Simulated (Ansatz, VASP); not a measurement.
**One calculation of TiO2, two programs**

POSCAR

```
TiO2
1.0
    2.5505206262     -2.5505263665     -0.0191505320
    2.5505206262      2.5505263665     -0.0191505320
   -2.5161299842      0.0000000000      4.6075967637
Ti O
2 4
Direct
    0.1249948851      0.8750051149      0.2500000000
    0.8750051149      0.1249948851      0.7500000000
    0.3311340192      0.0811285959      0.6622697772
    0.6688659808      0.9188714041      0.3377302228
    0.9188714041      0.6688659808      0.8377302228
    0.0811285959      0.3311340192      0.1622697772
```

File INCAR.step1:

```
PREC = Accurate ; ENCUT = 520
ISMEAR = 0 ; SIGMA = 0.05
LREAL = F ; LASPH = T
NELM = 150 ; LMAXMIX = 4
LDAU = T ; LDAUTYPE = 2
LDAUL = 2 -1 ; LDAUU = 4 0
LDAUJ = 0 0 ; NBANDS = 33
GGA = PE ; ALGO = Normal
EDIFF = 1E-4 ; LWAVE = T
LCHARG = F
```

The input INCAR.step2:

```
PREC = Accurate ; ENCUT = 520
EDIFF = 1E-6 ; ISMEAR = 0
SIGMA = 0.05 ; LREAL = F
LASPH = T ; NELM = 150
ALGO = Normal ; ISIF = 2
LWAVE = F ; LCHARG = F
LMAXMIX = 4 ; LDAU = T
LDAUTYPE = 2 ; LDAUL = 2 -1
LDAUU = 4 0 ; LDAUJ = 0 0
LDAUPRINT = 1 ; METAGGA = R2SCAN
LMIXTAU = T ; NBANDS = 33
ISTART = 1
```

File KPOINTS:

```
regular mesh
0
Gamma
  6 6 6
```

Input for Ansatz:

```yaml
crystal:
  lattice:
    - [2.5505206262, -2.5505263665, -0.019150532]
    - [2.5505206262, 2.5505263665, -0.019150532]
    - [-2.5161299842, 0.0, 4.6075967637]
  atoms:
    - { symbol: Ti, position: [0.1249948851, 0.8750051149, 0.25] }
    - { symbol: Ti, position: [0.8750051149, 0.1249948851, 0.75] }
    - { symbol: O, position: [0.3311340192, 0.0811285959, 0.6622697772] }
    - { symbol: O, position: [0.6688659808, 0.9188714041, 0.3377302228] }
    - { symbol: O, position: [0.9188714041, 0.6688659808, 0.8377302228] }
    - { symbol: O, position: [0.0811285959, 0.3311340192, 0.1622697772] }
basis:
  ecutwfc: 500
kpoints:
  mp_grid: { grid: [6, 6, 6] }
hamiltonian:
  xc: r2scan
  hubbard: { sites: [{ species: Ti, l: d, u_eff: 4.0 }] }
scf:
  occupations: { method: gaussian, width: 0.05 }
output:
  forces: true
  stress: true
  eigenvalues: true
```

Change from the starting cell: strain -0.050 along x and y, -0.050 along z, atoms carried along.

Alike in both runs: task single point; functional r2SCAN; k mesh 6 × 6 × 6; occupations gaussian, width 0.05 eV; no spin polarisation; Hubbard terms Ti d U = 4.0 eV.

|  | VASP | Ansatz |
| --- | --- | --- |
| version | VASP 6.6.1 | Ansatz 0.2.0 |
| potentials or method | VASP PAW PBE potentials, release 64 (Ti_sv, O), cutoff 520 eV | scalar-relativistic, plane waves, PAW |
| valence electrons in the cell | 48 | 48 |

VASP gave:

```
gap on the k mesh at the Fermi level (eV)                     : 3.67
least direct gap on the mesh (eV)                             : 3.97
pressure (GPa)                                                : 55.0
traceless stress, the component that is largest in VASP (GPa) : 1.04
rms of the force components (eV/Å)                            : 0.635
```

Q: Which values does Ansatz return?

A: gap on the k mesh at the Fermi level (eV): 3.59; least direct gap on the mesh (eV): 3.87; pressure (GPa): 46.9; traceless stress, the component that is largest in VASP (GPa): 2.16; rms of the force components (eV/Å): 0.533.

VASP's potentials were made for PBE, not for r2SCAN. The programs project onto different local orbitals, so the same U acts differently, and such runs can settle in different states. Atom by atom the forces differ by 0.102 eV/Å (rms over components). The pressures are high and differ by over a tenth, so treat them with care. Ansatz's warnings: near symmetry operations not taken.
